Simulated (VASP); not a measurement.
**Pt: single point with PBEsol**

The system is Pt.

```
Pt
1.0
     2.76067    0.00000    0.00000
    -1.38033    2.39081    0.00000
     0.00000    0.00000    4.79213
Pt
2
Direct
  0.66876 0.33752 0.75000
  0.33333 0.66667 0.25000
```

* Program: VASP 6.6.1
* Task: single point
* Functional: PBEsol
* Potentials or basis: VASP PAW PBE potentials, release 64 (Pt)
* Cutoff: 520 eV
* k mesh: 11 × 11 × 6
* Occupations: fermi-dirac, width 0.1 eV
* Spin: no spin polarisation

```yaml
Pressure: -10.7 GPa
Band_gap_on_the_k_mesh: zero (band 10 reaches 10.59 eV, above the bottom of band 11 at 9.40 eV)
```

Forces on the atoms (eV/Å):
```
Pt   0.000  0.002  0.000
Pt   0.000 -0.002  0.000
```

Stress tensor (GPa, compression positive):
```
 -9.99   0.00   0.00
  0.00 -10.05   0.00
  0.00   0.00 -12.07
```

Levels at points of the mesh, in eV from the Fermi level:
| k point | band 8 | band 9 | band 10 | band 11 | band 12 | band 13 |
| --- | --- | --- | --- | --- | --- | --- |
| (0.00, 0.00, 0.00) | -1.82 | -1.78 | -0.79 | -0.24 | -0.20 | 4.62 |
| (0.00, 0.00, 0.50) | -3.40 | -0.80 | -0.80 | -0.79 | -0.79 | 11.85 |

It took 60 s on 1 thread of Intel(R) Xeon(R) Platinum 8259CL CPU @ 2.50GHz (Skylake/Cascade Lake), on a shared host, peak memory 0.2 GiB.

Caveat: the PAW data sets were made with another functional, which shifts forces and pressure a little; spin-orbit coupling is left out, which moves the levels of the heavy elements.
